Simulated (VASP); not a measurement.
# MoS2 (P6/mmm) in VASP: further runs

The runs below take MoS2 through single point, with r2SCAN+D3(BJ).

All numbers are computed with VASP 6.6.1; they aren't measurements. Logs are shortened: lines on timing, memory, paths and dates and some standing lists are left out, and cuts for length are marked.

## (1) The cell of the first run

Symmetry: P6/mmm, No. 191, hexagonal system. Conventional cell: a = 4.223 Å, b = 4.223 Å, c = 2.867 Å, α = 90.00°, β = 90.00°, γ = 120.00°. Within 3.7 Å of Mo (site symmetry 6/mmm) lie 12 S at 2.83 Å and 2 Mo at 2.87 Å. S (site symmetry -6m2) has 5 S at 2.44 to 2.87 Å and 6 Mo at 2.83 Å within 3.2 Å.

## (2) Single point, r2SCAN+D3(BJ)

Input file POSCAR:

```
MoS2
1.0
    4.2231470327      0.0000000000      0.0000000000
   -2.1115735164      3.6573526143      0.0000000000
    0.0000000000      0.0000000000      2.8667551625
Mo S
1 2
Direct
    0.0000000000      0.0000000000      0.0000000000
    0.3333333333      0.6666666667      0.5000000000
    0.6666666667      0.3333333333      0.5000000000
```

Input file INCAR.step1:

```
SYSTEM = MoS2
PREC     = Accurate       ! precision mode
ENCUT    = 520            ! plane-wave cutoff, eV
ISMEAR   = -1             ! smearing method
SIGMA    = 0.05           ! smearing width, eV
LREAL    = .False.        ! projectors in reciprocal space
LASPH    = .True.         ! aspherical terms in the spheres
NELM     = 100            ! most SCF steps
NBANDS   = 20             ! bands
GGA      = PE             ! functional
ALGO     = Normal         ! electronic algorithm
EDIFF    = 1E-4           ! SCF threshold, eV
LWAVE    = .True.         ! write WAVECAR
LCHARG   = .False.        ! write CHGCAR
```

Input file INCAR.step2:

```
SYSTEM = MoS2
PREC     = Accurate       ! precision mode
ENCUT    = 520            ! plane-wave cutoff, eV
EDIFF    = 1E-7           ! SCF threshold, eV
ISMEAR   = -1             ! smearing method
SIGMA    = 0.05           ! smearing width, eV
LREAL    = .False.        ! projectors in reciprocal space
LASPH    = .True.         ! aspherical terms in the spheres
NELM     = 100            ! most SCF steps
ALGO     = Normal         ! electronic algorithm
ISIF     = 2              ! what is computed and relaxed
LWAVE    = .False.        ! write WAVECAR
LCHARG   = .False.        ! write CHGCAR
METAGGA  = R2SCAN         ! meta-GGA
LMIXTAU  = .True.       
IVDW     = 12             ! dispersion correction
VDW_S6   = 1.0          
VDW_S8   = 0.78981345   
VDW_A1   = 0.49484001   
VDW_A2   = 5.73083694   
NBANDS   = 20             ! bands
ISTART   = 1
```

Input file KPOINTS:

```
Automatic mesh
0
Gamma
  7 7 9
  0 0 0
```

Potentials or basis: VASP PAW PBE potentials, release 64 (Mo_sv, S).

The run is started by

```console
cat potpaw_PBE.64/Mo_sv/POTCAR potpaw_PBE.64/S/POTCAR > POTCAR
cp INCAR.step1 INCAR
mpirun -np 1 vasp_std > vasp.out
cp INCAR.step2 INCAR
mpirun -np 1 vasp_std > vasp.out
```

OUTCAR:

```text
SYSTEM = MoS2
   PREC = Accurate
   ENCUT = 520
   EDIFF = 1E-7
   ISMEAR = -1
   LREAL = .False.
   LASPH = .True.
   NELM = 100
   ISIF = 2
   METAGGA = R2SCAN
   IVDW = 12
   ISTART = 1
 IVDW          = 12

 ion  position               nearest neighbor table
   1  0.000  0.000  0.000-   2 2.83   3 2.83   2 2.83   3 2.83   3 2.83   3 2.83   2 2.83   2 2.83
                             3 2.83   3 2.83   2 2.83   2 2.83
   2  0.333  0.667  0.500-   3 2.44   3 2.44   3 2.44   1 2.83   1 2.83   1 2.83   1 2.83   1 2.83
                             1 2.83
   3  0.667  0.333  0.500-   2 2.44   2 2.44   2 2.44   1 2.83   1 2.83   1 2.83   1 2.83   1 2.83
                             1 2.83

  LATTYP: Found a hexagonal cell.
 ALAT       =     4.2231470327
 C/A-ratio  =     0.6788196433

  Lattice vectors:

 A1 = (   4.2231470327,   0.0000000000,   0.0000000000)
 A2 = (  -2.1115735164,   3.6573526143,   0.0000000000)
 A3 = (   0.0000000000,   0.0000000000,   2.8667551625)

Analysis of symmetry for initial positions (statically):
=====================================================================
 Subroutine PRICEL returns:
 Original cell was already a primitive cell.

 Routine SETGRP: Setting up the symmetry group for a
 hexagonal supercell.

 Subroutine GETGRP returns: Found 24 space group operations
 (whereof 24 operations were pure point group operations)
 out of a pool of 24 trial point group operations.

The static configuration has the point symmetry D_6h.

Analysis of symmetry for dynamics (positions and initial velocities):
=====================================================================
 Subroutine PRICEL returns:
 Original cell was already a primitive cell.

 Routine SETGRP: Setting up the symmetry group for a
 hexagonal supercell.

 Subroutine GETGRP returns: Found 24 space group operations
 (whereof 24 operations were pure point group operations)
 out of a pool of 24 trial point group operations.

The dynamic configuration has the point symmetry D_6h.

 Subroutine INISYM returns: Found 24 space group operations
 (whereof 24 operations are pure point group operations),
 and found     1 'primitive' translations

----------------------------------------------------------------------------------------

                                     Primitive cell

  volume of cell :      44.2786

  direct lattice vectors                    reciprocal lattice vectors
     4.223147033  0.000000000  0.000000000     0.236790240  0.136710909  0.000000000
    -2.111573516  3.657352614  0.000000000     0.000000000  0.273421818  0.000000000
     0.000000000  0.000000000  2.866755163     0.000000000  0.000000000  0.348826441

  length of vectors
     4.223147033  4.223147033  2.866755163     0.273421818  0.273421818  0.348826441

  position of ions in fractional coordinates (direct lattice)
     0.000000000  0.000000000  0.000000000
     0.333333333  0.666666667  0.500000000
     0.666666667  0.333333333  0.500000000

  ion indices of the primitive-cell ions
   primitive index   ion index
                 1           1
                 2           2
                 3           3

----------------------------------------------------------------------------------------

 KPOINTS: Automatic mesh

Automatic generation of k-mesh.
 Grid dimensions read from file:
 generate k-points for:    7    7    9

 Generating k-lattice:

  Cartesian coordinates                     Fractional coordinates (reciprocal lattice)
     0.033827177  0.019530130  0.000000000     0.142857143  0.000000000  0.000000000
     0.000000000  0.039060260  0.000000000     0.000000000  0.142857143  0.000000000
     0.000000000  0.000000000  0.038758493     0.000000000  0.000000000  0.111111111

  Length of vectors
     0.039060260  0.039060260  0.038758493

  Shift w.r.t. Gamma in fractional coordinates (k-lattice)
     0.000000000  0.000000000  0.000000000

 Subroutine IBZKPT returns following result:
 ===========================================

 Found     40 irreducible k-points:

 Following reciprocal coordinates:
            Coordinates               Weight
  0.000000  0.000000  0.000000      1.000000
  0.142857  0.000000  0.000000      6.000000
  0.285714  0.000000  0.000000      6.000000
  0.428571  0.000000  0.000000      6.000000
  0.142857  0.142857  0.000000      6.000000
  0.285714  0.142857  0.000000     12.000000
[... 16 lines left out ...]
  0.428571  0.142857  0.222222     12.000000
  0.285714  0.285714  0.222222     12.000000
 [... further k-points ...]
   k-points           NKPTS =     40   k-points in BZ     NKDIM =     40   number of bands    NBANDS=     20
   number of dos      NEDOS =    301   number of ions     NIONS =      3
   total plane-waves  NPLWV =  24576
   dimension x,y,z NGX =    32 NGY =   32 NGZ =   24
   dimension x,y,z NGXF=    64 NGYF=   64 NGZF=   48
   ions per type =               1   2
   NGX,Y,Z   is equivalent  to a cutoff of  12.60, 12.60, 13.92 a.u.
   NGXF,Y,Z  is equivalent  to a cutoff of  25.19, 25.19, 27.84 a.u.
 SYSTEM =  MoS2
   PREC   = accura    normal or accurate (medium, high low for compatibility)
   ISTART =      1    job   : 0-new  1-cont  2-samecut
   ICHARG =      0    charge: 1-file 2-atom 10-const
   ISPIN  =      1    spin polarized calculation?
   LNONCOLLINEAR =      F non collinear calculations
   LSORBIT =      F    spin-orbit coupling
   LASPH  =      T    aspherical Exc in radial PAW
   ENCUT  =  520.0 eV  38.22 Ry    6.18 a.u.   7.85  7.85  5.33*2*pi/ulx,y,z
   NELM   =    100;   NELMIN=  2; NELMDL=  0     # of ELM steps
   EDIFF  = 0.1E-06   stopping-criterion for ELM
   LREAL  =      F    real-space projection
   EDIFFG = 0.1E-05   stopping-criterion for IOM
   NSW    =      0    number of steps for IOM
   IBRION =     -1    ionic relax: 0-MD 1-quasi-New 2-CG
   NFREE  =      0    steps in history (QN), initial steepest desc. (CG)
   ISIF   =      2    stress and relaxation
   ISYM   =      2    0-nonsym 1-usesym 2-fastsym
   POTIM  = 0.5000    time-step for ionic-motion
   TEBEG  =    0.0;   TEEND  =   0.0 temperature during run
   PSTRESS=    0.0 pullay stress
   NELECT =      26.0000    total number of electrons
   NUPDOWN=      -1.0000    fix difference up-down
   EMIN   =  10.00;   EMAX   =-10.00  energy-range for DOS
[... 5 lines left out ...]
     AMIX     =   0.40;   BMIX     =  1.00
     AMIX_MAG =   1.60;   BMIX_MAG =  1.00
  volume/ion in A,a.u.               =      14.76        99.60
  Fermi-wavevector in a.u.,A,eV,Ry     =   1.370886  2.590599 25.569823  1.879329
  Thomas-Fermi vector in A             =   2.496632
   LORBIT       =      0    0 simple, 1 ext, 2 COOP (PROOUT), +10 PAW based schemes
   METAGGA = R2SCAN    functional components
   LHFCALC =     F    Hartree Fock is set to
   AEXX    =    0.0000 exact exchange contribution
   IVDW    =    12    specifies the selected vdW correction
   LEPSILON=     F    determine dielectric tensor
   LRPA    =     F    only Hartree local field effects (RPA)
 non-spin polarized calculation
  energy-cutoff  :      520.00
  volume of cell :       44.28
 maximum number of plane-waves:      1217
 NGX is ok and might be reduce to    32
   NGX = 15   NGY = 15   NGZ = 11

 number of electron      25.9999999 magnetization

 Free energy of the ion-electron system (eV)
  ---------------------------------------------------
  ext. energy  EPLUGINS =         0.00000000
  ---------------------------------------------------
  free energy    TOTEN  =       -39.30248630 eV

  energy without entropy =      -39.27419297  energy(sigma->0) =      -39.28833964

 E-fermi :  11.0552     XC(G=0): -13.0122

 val. band max:       11.0513467060   @ k =   0.4286   0.0000   0.4444
 cond. band min:      11.0576824073   @ k =   0.4286   0.1429   0.2222
 fundamental gap:      0.0063357013
 Fermi energy:        11.0552285016

 k-point     1 :       0.0000    0.0000    0.0000
  band No.  band energies     occupation
      1     -52.5933      2.00000
      2     -25.9781      2.00000
      3     -25.9781      2.00000
      4     -25.5670      2.00000
      5      -7.3837      2.00000
      6      -0.9051      2.00000
[... 12 lines left out ...]
     19      18.6918      0.00000
     20      22.8291      0.00000

 k-point     2 :       0.1429    0.0000    0.0000
  band No.  band energies     occupation
      1     -52.5932      2.00000
      2     -25.9828      2.00000
      3     -25.9791      2.00000
      4     -25.5667      2.00000
      5      -7.1861      2.00000
      6      -1.6686      2.00000
[... 12 lines left out ...]
     19      18.5634      0.00000
     20      22.0063      0.00000

 k-point     3 :       0.2857    0.0000    0.0000
  band No.  band energies     occupation
      1     -52.5929      2.00000
      2     -25.9934      2.00000
      3     -25.9814      2.00000
      4     -25.5661      2.00000
      5      -6.6292      2.00000
      6      -2.9828      2.00000
[... 12 lines left out ...]
     19      19.0757      0.00000
     20      19.8250      0.00000

 k-point     4 :       0.4286    0.0000    0.0000
  band No.  band energies     occupation
      1     -52.5926      2.00000
      2     -26.0019      2.00000
      3     -25.9832      2.00000
      4     -25.5656      2.00000
      5      -5.8802      2.00000
      6      -4.1306      2.00000
[... 12 lines left out ...]
     19      17.7502      0.00000
     20      18.0382      0.00000

 k-point     5 :       0.1429    0.1429    0.0000
  band No.  band energies     occupation
      1     -52.5930      2.00000
      2     -25.9898      2.00000
      3     -25.9814      2.00000
      4     -25.5662      2.00000
      5      -6.8081      2.00000
      6      -2.6161      2.00000
[... 12 lines left out ...]
     19      18.7901      0.00000
     20      19.8462      0.00000
[... 353 lines left out ...]
      6      -2.0353      2.00000
[... 12 lines left out ...]
     19      19.3252      0.00000
     20      20.0314      0.00000

 k-point    22 :       0.2857    0.1429    0.2222
  band No.  band energies     occupation
      1     -52.5638      2.00000
      2     -25.9641      2.00000
      3     -25.9530      2.00000
      4     -25.8442      2.00000
      5      -5.6161      2.00000
      6      -3.1873      2.00000
[... 12 lines left out ...]
     19      18.8601      0.00000
     20      19.6052      0.00000

 k-point    23 :       0.4286    0.1429    0.2222
  band No.  band energies     occupation
      1     -52.5637      2.00000
      2     -25.9671      2.00000
      3     -25.9544      2.00000
      4     -25.8436      2.00000
      5      -5.1086      2.00000
      6      -3.8879      2.00000
[... 12 lines left out ...]
     19      18.3804      0.00000
     20      19.2650      0.00000

 k-point    24 :       0.2857    0.2857    0.2222
  band No.  band energies     occupation
      1     -52.5636      2.00000
      2     -25.9641      2.00000
      3     -25.9585      2.00000
      4     -25.8434      2.00000
      5      -4.9556      2.00000
      6      -4.0396      2.00000
[... 12 lines left out ...]
     19      17.8724      0.00000
     20      20.6787      0.00000

 [... further k-points ...]

------------------------ aborting loop because EDIFF is reached ----------------------------------------

 Edisp (eV)   -0.73518

 E8    (eV) :    -0.2304

  FORCE on cell =-STRESS in cart. coord.  units (eV):
  Direction    XX          YY          ZZ          XY          YZ          ZX
  --------------------------------------------------------------------------------------
  -------------------------------------------------------------------------------------
  Total      -0.29475    -0.29475    -0.24443     0.00000     0.00000     0.00000
  in kB     -10.66531   -10.66531    -8.84442     0.00000     0.00000     0.00000
  external pressure =      -10.06 kB  Pullay stress =        0.00 kB

 VOLUME and BASIS-vectors are now :
 -----------------------------------------------------------------------------
  energy-cutoff  :      520.00
  volume of cell :       44.28
      direct lattice vectors                 reciprocal lattice vectors
     4.223147033  0.000000000  0.000000000     0.236790240  0.136710909  0.000000000
    -2.111573516  3.657352614  0.000000000     0.000000000  0.273421818  0.000000000
     0.000000000  0.000000000  2.866755163     0.000000000  0.000000000  0.348826441

 POSITION                                       TOTAL-FORCE (eV/Angst)
 -----------------------------------------------------------------------------------
      0.00000      0.00000      0.00000         0.000000      0.000000      0.000000
     -0.00000      2.43824      1.43338         0.000000      0.000000      0.000000
      2.11157      1.21912      1.43338        -0.000000      0.000000      0.000000
 -----------------------------------------------------------------------------------
    total drift:                                0.000000     -0.000000      0.000000

  FREE ENERGIE OF THE ION-ELECTRON SYSTEM (eV)
  ---------------------------------------------------
  free  energy   TOTEN  =       -40.0376684248 eV

  energy  without entropy=      -40.0093750951  energy(sigma->0) =      -40.02352176
```

Run time: 2 min. Hardware: 1 thread of Intel Xeon Platinum 8488C (Sapphire Rapids), shared host; peak memory 0.19 GiB.

Results:

* Free energy: -40.0377 eV
* Pressure: -1.0 GPa
* Band gap on the k mesh: zero (band 13 reaches 12.06 eV, above the bottom of band 14 at 9.27 eV)
* Dispersion energy per atom: -0.245 eV

Levels at points of the mesh, in eV from the Fermi level:
| k point | band 9 | band 10 | band 11 | band 12 | band 13 | band 14 | band 15 | band 16 | band 17 | band 18 |
| --- | --- | --- | --- | --- | --- | --- | --- | --- | --- | --- |
| (0.00, 0.00, 0.00) | -3.90 | -2.93 | -2.93 | -1.93 | 0.63 | 0.63 | 1.36 | 1.36 | 1.89 | 3.98 |

Caveat: three body term missing; the PAW data sets were made with another functional, which shifts forces and pressure a little; pairwise dispersion overbinds metals, which lowers pressure and volume.

(Continued in part 2 of 3.)
